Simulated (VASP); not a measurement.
Crystal: Mo.

```
Mo
1.0
     2.80613    0.00000    0.00000
    -1.40307    2.43018    0.00000
     0.00000    0.00000    4.58335
Mo
2
Cartesian
  0.0000 1.6201 3.4375
  1.4031 0.8101 1.1458
```

- Program: VASP 6.6.1
- Task: relaxation of cell and atoms
- Functional: PBE
- Potentials or basis: VASP PAW PBE potentials, release 64 (Mo_sv)
- Cutoff: 600 eV
- k mesh: 18 × 18 × 10
- Occupations: gaussian, width 0.05 eV
- Spin: no spin polarisation

At the start: pressure 6.3 GPa; volume 15.63 Å³/atom.

Q: Where does the relaxation end?

A: Over 11 steps the energy falls by 41.2 meV/atom and the volume is 16.14 Å³/atom (+3.3 %); space group P6_3/mmc (No. 194, to 0.05 Å).

The path:
```csv
step,energy change (eV),largest force (eV/Å),pressure (GPa),volume (Å³)
1,0.0000,0.0000,6.29,31.26
2,0.0559,0.0000,-12.80,34.11
3,-0.0187,0.0000,-0.86,32.19
4,-0.0455,0.0000,-1.97,32.40
5,-0.0726,0.0000,-2.93,32.63
6,-0.0454,0.0000,-3.50,33.02
7,-0.0775,0.0000,-3.31,32.74
8,-0.0703,0.0000,3.99,31.86
9,-0.0817,0.0000,-0.65,32.40
10,-0.0824,0.0000,-0.08,32.30
11,-0.0825,0.0000,0.00,32.28
```

Final structure:
```xyz
2
Lattice="2.7576 0.0000 0.0000 -1.3788 2.3881 0.0000 0.0000 0.0000 4.9024" Properties=species:S:1:pos:R:3 pbc="T T T"
Mo    0.0000    1.5921    3.6768
Mo    1.3788    0.7960    1.2256
```
